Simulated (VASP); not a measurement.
# Li3TeCl (Pm-3m) in VASP: notebook

The runs below take Li3TeCl through single point, relaxation of cell and atoms, with LDA.

Everything below comes from runs of VASP 6.6.1. Logs are shortened: lines on timing, memory, paths and dates and some standing lists are left out, and cuts for length are marked.

## (1) The cell of the first run

Symmetry: Pm-3m, No. 221, cubic system. Conventional cell: a = 5.052 Å, b = 5.052 Å, c = 5.052 Å, α = 90.00°, β = 90.00°, γ = 90.00°. Cl (site symmetry m-3m) has 12 Li at 3.57 Å and 8 Te at 4.38 Å within 4.7 Å. Within 3.3 Å of Te (site symmetry m-3m) lie 6 Li at 2.53 Å. Li (site symmetry 4/mmm) has 2 Te at 2.53 Å within 3.3 Å.

## (2) Single point, LDA

INCAR reads:

```
PREC = Accurate
ENCUT = 520
EDIFF = 1E-7
ISMEAR = 1
SIGMA = 0.01
LREAL = False
LASPH = True
NELM = 80
ALGO = Normal
ISIF = 2
LWAVE = False
LCHARG = False
NBANDS = 19
```

KPOINTS reads:

```
regular mesh
0
Gamma
  4 4 4
```

POSCAR reads:

```
Li3TeCl
1.0
    5.0519421388      0.0000000000      0.0000000000
    0.0000000000      5.0519421388      0.0000000000
    0.0000000000      0.0000000000      5.0519421388
Cl Te Li
1 1 3
Direct
    0.0000000000      0.0000000000      0.0000000000
    0.5000000000      0.5000000000      0.5000000000
    0.5000000000      0.5000000000      0.0000000000
    0.0000000000      0.5000000000      0.5000000000
    0.5000000000      0.0000000000      0.5000000000
```

Potentials or basis: VASP PAW LDA potentials, release 64 (Cl, Te, Li_sv).

On the command line:

```bash
$ cat potpaw_LDA.64/Cl/POTCAR potpaw_LDA.64/Te/POTCAR potpaw_LDA.64/Li_sv/POTCAR > POTCAR
$ mpirun -np 1 vasp_std > vasp.out
```

OUTCAR:

```text
PREC = Accurate
   ENCUT = 520
   EDIFF = 1E-7
   ISMEAR = 1
   LREAL = False
   LASPH = True
   NELM = 80
   ISIF = 2

 ion  position               nearest neighbor table
   1  0.000  0.000  0.000-
   2  0.500  0.500  0.500-   3 2.53   4 2.53   5 2.53   3 2.53   5 2.53   4 2.53
   3  0.500  0.500  0.000-   2 2.53   2 2.53
   4  0.000  0.500  0.500-   2 2.53   2 2.53
   5  0.500  0.000  0.500-   2 2.53   2 2.53

  LATTYP: Found a simple cubic cell.
 ALAT       =     5.0519421388

  Lattice vectors:

 A1 = (   5.0519421388,   0.0000000000,   0.0000000000)
 A2 = (   0.0000000000,   5.0519421388,   0.0000000000)
 A3 = (   0.0000000000,   0.0000000000,   5.0519421388)

Analysis of symmetry for initial positions (statically):
=====================================================================
 Subroutine PRICEL returns:
 Original cell was already a primitive cell.

 Routine SETGRP: Setting up the symmetry group for a
 simple cubic supercell.

 Subroutine GETGRP returns: Found 48 space group operations
 (whereof 48 operations were pure point group operations)
 out of a pool of 48 trial point group operations.

The static configuration has the point symmetry O_h .

Analysis of symmetry for dynamics (positions and initial velocities):
=====================================================================
 Subroutine PRICEL returns:
 Original cell was already a primitive cell.

 Routine SETGRP: Setting up the symmetry group for a
 simple cubic supercell.

 Subroutine GETGRP returns: Found 48 space group operations
 (whereof 48 operations were pure point group operations)
 out of a pool of 48 trial point group operations.

The dynamic configuration has the point symmetry O_h .

 Subroutine INISYM returns: Found 48 space group operations
 (whereof 48 operations are pure point group operations),
 and found     1 'primitive' translations

----------------------------------------------------------------------------------------

                                     Primitive cell

  volume of cell :     128.9363

  direct lattice vectors                    reciprocal lattice vectors
     5.051942139  0.000000000  0.000000000     0.197943676  0.000000000  0.000000000
     0.000000000  5.051942139  0.000000000     0.000000000  0.197943676  0.000000000
     0.000000000  0.000000000  5.051942139     0.000000000  0.000000000  0.197943676

  length of vectors
     5.051942139  5.051942139  5.051942139     0.197943676  0.197943676  0.197943676

  position of ions in fractional coordinates (direct lattice)
     0.000000000  0.000000000  0.000000000
     0.500000000  0.500000000  0.500000000
     0.500000000  0.500000000  0.000000000
     0.000000000  0.500000000  0.500000000
     0.500000000  0.000000000  0.500000000

  ion indices of the primitive-cell ions
   primitive index   ion index
                 1           1
                 2           2
                 3           3
                 4           4
                 5           5

----------------------------------------------------------------------------------------

 KPOINTS: regular mesh

Automatic generation of k-mesh.
 Grid dimensions read from file:
 generate k-points for:    4    4    4

 Generating k-lattice:

  Cartesian coordinates                     Fractional coordinates (reciprocal lattice)
     0.049485919  0.000000000  0.000000000     0.250000000  0.000000000  0.000000000
     0.000000000  0.049485919  0.000000000     0.000000000  0.250000000  0.000000000
     0.000000000  0.000000000  0.049485919     0.000000000  0.000000000  0.250000000

  Length of vectors
     0.049485919  0.049485919  0.049485919

  Shift w.r.t. Gamma in fractional coordinates (k-lattice)
     0.000000000  0.000000000  0.000000000

 Subroutine IBZKPT returns following result:
 ===========================================

 Found     10 irreducible k-points:

 Following reciprocal coordinates:
            Coordinates               Weight
  0.000000  0.000000  0.000000      1.000000
  0.250000  0.000000  0.000000      6.000000
  0.500000  0.000000  0.000000      3.000000
  0.250000  0.250000  0.000000     12.000000
  0.500000  0.250000  0.000000     12.000000
  0.500000  0.500000  0.000000      3.000000
  0.250000  0.250000  0.250000      8.000000
  0.500000  0.250000  0.250000     12.000000
  0.500000  0.500000  0.250000      6.000000
  0.500000  0.500000  0.500000      1.000000
   k-points           NKPTS =     10   k-points in BZ     NKDIM =     10   number of bands    NBANDS=     19
   number of dos      NEDOS =    301   number of ions     NIONS =      5
   total plane-waves  NPLWV =  64000
   dimension x,y,z NGX =    40 NGY =   40 NGZ =   40
   dimension x,y,z NGXF=    80 NGYF=   80 NGZF=   80
   ions per type =               1   1   3
   NGX,Y,Z   is equivalent  to a cutoff of  13.16, 13.16, 13.16 a.u.
   NGXF,Y,Z  is equivalent  to a cutoff of  26.33, 26.33, 26.33 a.u.
 SYSTEM =  unknown system
   PREC   = accura    normal or accurate (medium, high low for compatibility)
   ISTART =      0    job   : 0-new  1-cont  2-samecut
   ICHARG =      2    charge: 1-file 2-atom 10-const
   ISPIN  =      1    spin polarized calculation?
   LNONCOLLINEAR =      F non collinear calculations
   LSORBIT =      F    spin-orbit coupling
   LASPH  =      T    aspherical Exc in radial PAW
   ENCUT  =  520.0 eV  38.22 Ry    6.18 a.u.   9.39  9.39  9.39*2*pi/ulx,y,z
   NELM   =     80;   NELMIN=  2; NELMDL= -5     # of ELM steps
   EDIFF  = 0.1E-06   stopping-criterion for ELM
   LREAL  =      F    real-space projection
   EDIFFG = 0.1E-05   stopping-criterion for IOM
   NSW    =      0    number of steps for IOM
   IBRION =     -1    ionic relax: 0-MD 1-quasi-New 2-CG
   NFREE  =      0    steps in history (QN), initial steepest desc. (CG)
   ISIF   =      2    stress and relaxation
   ISYM   =      2    0-nonsym 1-usesym 2-fastsym
   POTIM  = 0.5000    time-step for ionic-motion
   TEBEG  =    0.0;   TEEND  =   0.0 temperature during run
   PSTRESS=    0.0 pullay stress
   NELECT =      22.0000    total number of electrons
   NUPDOWN=      -1.0000    fix difference up-down
   EMIN   =  10.00;   EMAX   =-10.00  energy-range for DOS
   EFERMI =   0.00;   METHOD = LEGACY
   ISMEAR =     1;   SIGMA  =   0.01  broadening in eV -4-tet -1-fermi 0-gaus
   EFERMI_NEDOS =   21; number of points for ismear=-14 and -15
   IALGO  =     38    algorithm
   IMIX   =      4    mixing-type and parameters
     AMIX     =   0.40;   BMIX     =  1.00
     AMIX_MAG =   1.60;   BMIX_MAG =  1.00
  volume/ion in A,a.u.               =      25.79       174.02
  Fermi-wavevector in a.u.,A,eV,Ry     =   0.908010  1.715890 11.217764  0.824482
  Thomas-Fermi vector in A             =   2.031886
   LORBIT       =      0    0 simple, 1 ext, 2 COOP (PROOUT), +10 PAW based schemes
   GGA     = CA    functional components
   LHFCALC =     F    Hartree Fock is set to
   AEXX    =    0.0000 exact exchange contribution
   IVDW    =     0    specifies the selected vdW correction
   LEPSILON=     F    determine dielectric tensor
   LRPA    =     F    only Hartree local field effects (RPA)
 non-spin polarized calculation
 Methfessel and Paxton  Order N= 1 SIGMA  =   0.01
  energy-cutoff  :      520.00
  volume of cell :      128.94
 maximum number of plane-waves:      3495
 NGX is ok and might be reduce to    40
   NGX = 19   NGY = 19   NGZ = 19

 number of electron      22.0000033 magnetization

 Free energy of the ion-electron system (eV)
  ---------------------------------------------------
  ext. energy  EPLUGINS =         0.00000000
  ---------------------------------------------------
  free energy    TOTEN  =       -17.13887365 eV

  energy without entropy =      -17.13887365  energy(sigma->0) =      -17.13887365

 E-fermi :  -0.0052     XC(G=0):  -7.5584

 val. band max:       -0.1422719219   @ k =   0.5000   0.5000   0.0000
 cond. band min:       3.1668224859   @ k =   0.5000   0.5000   0.0000
 fundamental gap:      3.3090944079
 Fermi energy:        -0.0051564059

 k-point     1 :       0.0000    0.0000    0.0000
  band No.  band energies     occupation
      1     -44.2114      2.00000
      2     -44.2070      2.00000
      3     -44.2070      2.00000
      4     -12.4961      2.00000
      5      -9.2909      2.00000
      6      -1.6127      2.00000
[... 11 lines left out ...]
     18       8.3234      0.00000
     19       8.3235      0.00000

 k-point     2 :       0.2500    0.0000    0.0000
  band No.  band energies     occupation
      1     -44.2109      2.00000
      2     -44.2077      2.00000
      3     -44.2070      2.00000
      4     -12.4871      2.00000
      5      -9.3148      2.00000
      6      -1.5749      2.00000
[... 11 lines left out ...]
     18       7.8437      0.00000
     19       7.8437      0.00000

 k-point     3 :       0.5000    0.0000    0.0000
  band No.  band energies     occupation
      1     -44.2098      2.00000
      2     -44.2087      2.00000
      3     -44.2071      2.00000
      4     -12.4779      2.00000
      5      -9.3387      2.00000
      6      -1.4077      2.00000
[... 11 lines left out ...]
     18       7.4754      0.00000
     19       7.4754      0.00000

 k-point     4 :       0.2500    0.2500    0.0000
  band No.  band energies     occupation
      1     -44.2104      2.00000
      2     -44.2078      2.00000
      3     -44.2074      2.00000
      4     -12.4793      2.00000
      5      -9.3315      2.00000
      6      -1.8119      2.00000
[... 11 lines left out ...]
     18       7.1355      0.00000
     19       7.9701      0.00000

 k-point     5 :       0.5000    0.2500    0.0000
  band No.  band energies     occupation
      1     -44.2095      2.00000
      2     -44.2087      2.00000
      3     -44.2075      2.00000
      4     -12.4714      2.00000
      5      -9.3481      2.00000
      6      -1.7771      2.00000
[... 11 lines left out ...]
     18       7.6353      0.00000
     19       8.1655      0.00000

 k-point     6 :       0.5000    0.5000    0.0000
  band No.  band energies     occupation
      1     -44.2087      2.00000
      2     -44.2087      2.00000
      3     -44.2085      2.00000
      4     -12.4649      2.00000
      5      -9.3576      2.00000
      6      -1.9974      2.00000
[... 11 lines left out ...]
     18       7.6626      0.00000
     19       8.6820      0.00000

 k-point     7 :       0.2500    0.2500    0.2500
  band No.  band energies     occupation
      1     -44.2101      2.00000
      2     -44.2079      2.00000
      3     -44.2079      2.00000
      4     -12.4722      2.00000
      5      -9.3455      2.00000
      6      -1.6065      2.00000
[... 11 lines left out ...]
     18       8.7566      0.00000
     19       8.7566      0.00000

 k-point     8 :       0.5000    0.2500    0.2500
  band No.  band energies     occupation
      1     -44.2093      2.00000
      2     -44.2087      2.00000
      3     -44.2079      2.00000
      4     -12.4650      2.00000
      5      -9.3595      2.00000
      6      -1.7605      2.00000
[... 11 lines left out ...]
     18       8.0976      0.00000
     19       8.7010      0.00000

 k-point     9 :       0.5000    0.5000    0.2500
  band No.  band energies     occupation
      1     -44.2087      2.00000
      2     -44.2087      2.00000
      3     -44.2086      2.00000
      4     -12.4586      2.00000
      5      -9.3709      2.00000
      6      -1.7768      2.00000
[... 11 lines left out ...]
     18       8.1007      0.00000
     19       8.5783      0.00000

 k-point    10 :       0.5000    0.5000    0.5000
  band No.  band energies     occupation
      1     -44.2087      2.00000
      2     -44.2087      2.00000
      3     -44.2087      2.00000
      4     -12.4524      2.00000
      5      -9.3842      2.00000
      6      -1.3192      2.00000
[... 11 lines left out ...]
     18       8.4980      0.00000
     19       8.4981      0.00000

------------------------ aborting loop because EDIFF is reached ----------------------------------------

  FORCE on cell =-STRESS in cart. coord.  units (eV):
  Direction    XX          YY          ZZ          XY          YZ          ZX
  --------------------------------------------------------------------------------------
  -------------------------------------------------------------------------------------
  Total       -0.0042198     -0.0042198     -0.0042198      0.0000000      0.0000000      0.0000000
  in kB       -0.0524355     -0.0524355     -0.0524355      0.0000000      0.0000000      0.0000000
  external PRESSURE =      -0.0524355 kB  Pullay stress =       0.0000000 kB

 VOLUME and BASIS-vectors are now :
 -----------------------------------------------------------------------------
  energy-cutoff  :      520.00
  volume of cell :      128.94
      direct lattice vectors                 reciprocal lattice vectors
     5.051942139  0.000000000  0.000000000     0.197943676  0.000000000  0.000000000
     0.000000000  5.051942139  0.000000000     0.000000000  0.197943676  0.000000000
     0.000000000  0.000000000  5.051942139     0.000000000  0.000000000  0.197943676

 POSITION                                       TOTAL-FORCE (eV/Angst)
 -----------------------------------------------------------------------------------
      0.00000      0.00000      0.00000         0.000000      0.000000      0.000000
      2.52597      2.52597      2.52597         0.000000      0.000000      0.000000
      2.52597      2.52597      0.00000         0.000000      0.000000      0.000000
      0.00000      2.52597      2.52597         0.000000      0.000000      0.000000
      2.52597      0.00000      2.52597         0.000000      0.000000      0.000000
 -----------------------------------------------------------------------------------
    total drift:                                0.000000      0.000000     -0.000000

  FREE ENERGIE OF THE ION-ELECTRON SYSTEM (eV)
  ---------------------------------------------------
  free  energy   TOTEN  =       -17.1388736549 eV

  energy  without entropy=      -17.1388736549  energy(sigma->0) =      -17.13887365
```

Wall time 26 s (1 thread of Intel Xeon Platinum 8259CL at 2.50GHz (Skylake/Cascade Lake), shared host); peak memory 0.2 GiB.

What came out:

* Free energy: -17.1389 eV
* Band gap on the k mesh: 3.31 eV

Levels at points of the mesh, in eV from the valence-band top:
```
           k point  band 9  band 10  band 11  band 12  band 13  band 14
(0.00, 0.00, 0.00)   -0.26    -0.26    -0.26     3.36     5.28     5.28
(0.50, 0.00, 0.00)   -0.91    -0.79    -0.79     5.48     5.84     5.96
(0.50, 0.50, 0.00)   -0.71     0.00     0.00     3.31     5.60     5.60
(0.50, 0.50, 0.50)   -0.85    -0.85    -0.85     4.68     4.68     4.68
```

Caveat: the cutoff is under 1.25 times the usual one of these potentials, so pressure, stress and relaxed cells hold a basis-set (Pulay) error; spin-orbit coupling is left out, which moves the levels of the heavy elements.

## (3) Relaxation of cell and atoms, LDA

INCAR reads:

```
PREC = Accurate ; ENCUT = 600
EDIFF = 1E-6 ; ISMEAR = 1
SIGMA = 0.01 ; LREAL = False
LASPH = True ; NELM = 80
ALGO = Normal ; ISIF = 3
LWAVE = False ; LCHARG = False
IBRION = 2 ; NSW = 80
EDIFFG = -0.03
```

KPOINTS reads:

```
Automatic mesh
0
Gamma
  3 3 3
```

POSCAR is that of step 2.

Potentials or basis: VASP PAW LDA potentials, release 64 (Cl, Te, Li_sv).

On the command line:

```bash
$ cat potpaw_LDA.64/Cl/POTCAR potpaw_LDA.64/Te/POTCAR potpaw_LDA.64/Li_sv/POTCAR > POTCAR
$ mpirun -np 1 vasp_std > vasp.out
```

OUTCAR:

```text
PREC = Accurate
   ENCUT = 600
   EDIFF = 1E-6
   ISMEAR = 1
   LREAL = False
   LASPH = True
   NELM = 80
   ISIF = 3
   IBRION = 2
   NSW = 80
   EDIFFG = -0.03

 ion  position               nearest neighbor table
   1  0.000  0.000  0.000-
   2  0.500  0.500  0.500-   3 2.53   4 2.53   5 2.53   3 2.53   5 2.53   4 2.53
   3  0.500  0.500  0.000-   2 2.53   2 2.53
   4  0.000  0.500  0.500-   2 2.53   2 2.53
   5  0.500  0.000  0.500-   2 2.53   2 2.53

  LATTYP: Found a simple cubic cell.
 ALAT       =     5.0519421388
[... 251 lines left out ...]
  -------------------------------------------------------------------------------------
  Total       -0.0177992     -0.0177992     -0.0177992      0.0000000      0.0000000      0.0000000
  in kB       -0.2211753     -0.2211753     -0.2211753      0.0000000      0.0000000      0.0000000
  external PRESSURE =      -0.2211753 kB  Pullay stress =       0.0000000 kB

 VOLUME and BASIS-vectors are now :
 -----------------------------------------------------------------------------
  energy-cutoff  :      600.00
  volume of cell :      128.94
      direct lattice vectors                 reciprocal lattice vectors
     5.051942139  0.000000000  0.000000000     0.197943676  0.000000000  0.000000000
     0.000000000  5.051942139  0.000000000     0.000000000  0.197943676  0.000000000
     0.000000000  0.000000000  5.051942139     0.000000000  0.000000000  0.197943676

 POSITION                                       TOTAL-FORCE (eV/Angst)
 -----------------------------------------------------------------------------------
      0.00000      0.00000      0.00000         0.000000      0.000000      0.000000
      2.52597      2.52597      2.52597         0.000000      0.000000      0.000000
      2.52597      2.52597      0.00000         0.000000      0.000000      0.000000
      0.00000      2.52597      2.52597         0.000000      0.000000      0.000000
      2.52597      0.00000      2.52597         0.000000      0.000000      0.000000
 -----------------------------------------------------------------------------------
    total drift:                                0.000000      0.000000     -0.000000

  FREE ENERGIE OF THE ION-ELECTRON SYSTEM (eV)
  ---------------------------------------------------
  free  energy   TOTEN  =       -17.1369735064 eV

  energy  without entropy=      -17.1369735064  energy(sigma->0) =      -17.13697351

 reached required accuracy - stopping structural energy minimisation
```

CONTCAR:

```text
Li3TeCl
   1.00000000000000
     5.0519421388000003    0.0000000000000000    0.0000000000000000
     0.0000000000000000    5.0519421388000003    0.0000000000000000
     0.0000000000000000    0.0000000000000000    5.0519421388000003
  Cl              Te              Li
     1     1     3
Direct
     0.0000000000000000    0.0000000000000000    0.0000000000000000
     0.5000000000000000    0.5000000000000000    0.5000000000000000
     0.5000000000000000    0.5000000000000000    0.0000000000000000
     0.0000000000000000    0.5000000000000000    0.5000000000000000
     0.5000000000000000    0.0000000000000000    0.5000000000000000

  0.00000000E+00  0.00000000E+00  0.00000000E+00
  0.00000000E+00  0.00000000E+00  0.00000000E+00
  0.00000000E+00  0.00000000E+00  0.00000000E+00
  0.00000000E+00  0.00000000E+00  0.00000000E+00
  0.00000000E+00  0.00000000E+00  0.00000000E+00
```

Run time: 10 s. Hardware: 1 thread of Intel Xeon Platinum 8259CL at 2.50GHz (Skylake/Cascade Lake), shared host; peak memory 0.19 GiB.

What came out:

* Free energy: -17.1370 eV
* Pressure after relaxing: 0.0 GPa
* Band gap on the k mesh: 3.43 eV (least direct gap 3.62 eV)

Final structure:
```
CELL_PARAMETERS angstrom
5.05194 0.00000 0.00000
0.00000 5.05194 0.00000
0.00000 0.00000 5.05194
ATOMIC_POSITIONS crystal
Cl 0.00000 0.00000 0.00000
Te 0.50000 0.50000 0.50000
Li 0.50000 0.50000 0.00000
Li 0.00000 0.50000 0.50000
Li 0.50000 0.00000 0.50000
```

Caveat: the cutoff is under 1.25 times the usual one of these potentials, so pressure, stress and relaxed cells hold a basis-set (Pulay) error; the relaxation stopped at its first step, so nothing moved; spin-orbit coupling is left out, which moves the levels of the heavy elements; an odd mesh through Γ misses points on the zone boundary, where band edges can lie.
